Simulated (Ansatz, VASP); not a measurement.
# Hf: VASP beside Ansatz

File INCAR:

```
PREC = Accurate
ENCUT = 500
EDIFF = 1E-6
ISMEAR = 0
SIGMA = 0.15
LREAL = False
LASPH = True
NELM = 120
ALGO = Normal
ISIF = 2
LWAVE = False
LCHARG = False
GGA = PE
NBANDS = 17
GGA_COMPAT = False
```

The input KPOINTS:

```
Automatic mesh
0
Gamma
  18 18 10
```

The input POSCAR:

```
Hf
1.0
    3.0926000000      0.0000000000      0.0000000000
   -1.5463000000      2.6782701638      0.0000000000
    0.0000000000      0.0000000000      5.4731000000
Hf
2
Direct
    0.3333333333      0.6666666667      0.2500000000
    0.6666666667      0.3333333333      0.7500000000
```

Input for Ansatz:

```yaml
crystal:
  lattice:
    - [3.0926, 0.0, 0.0]
    - [-1.5463, 2.6782701638, 0.0]
    - [0.0, 0.0, 5.4731]
  atoms:
    - { symbol: Hf, position: [0.3333333333, 0.6666666667, 0.25] }
    - { symbol: Hf, position: [0.6666666667, 0.3333333333, 0.75] }
basis:
  ecutwfc: 420
kpoints:
  mp_grid: { grid: [18, 18, 10] }
hamiltonian:
  xc: pbe
scf:
  occupations: { method: gaussian, width: 0.15 }
output:
  forces: true
  stress: true
  eigenvalues: true
```

Alike in both runs: task single point; functional PBE; k mesh 18 × 18 × 10; occupations gaussian, width 0.15 eV; no spin polarisation.

```csv
,VASP,Ansatz
version,VASP 6.6.1,Ansatz 0.2.0
potentials or method,"VASP PAW PBE potentials, release 64 (Hf_pv), cutoff 500 eV","scalar-relativistic, plane waves, PAW"
valence electrons in the cell,20,52
```

VASP gave:

```
gap on the k mesh at the Fermi level (eV)                     : none
pressure (GPa)                                                : -0.9
traceless stress, the component that is largest in VASP (GPa) : -8.28
```

Q: Which values does Ansatz return?

A: gap on the k mesh at the Fermi level (eV): none; pressure (GPa): -0.5; traceless stress, the component that is largest in VASP (GPa): -8.28.

A gap of «none» marks a metal or a gap that the smearing closes. The functional is the same, so the differences come from potentials, cutoffs and numerics. VASP's potentials hold 20 valence electrons a cell and Ansatz's 52, so a difference there can come from the potentials and not from the codes.

Spin-orbit coupling is off throughout.
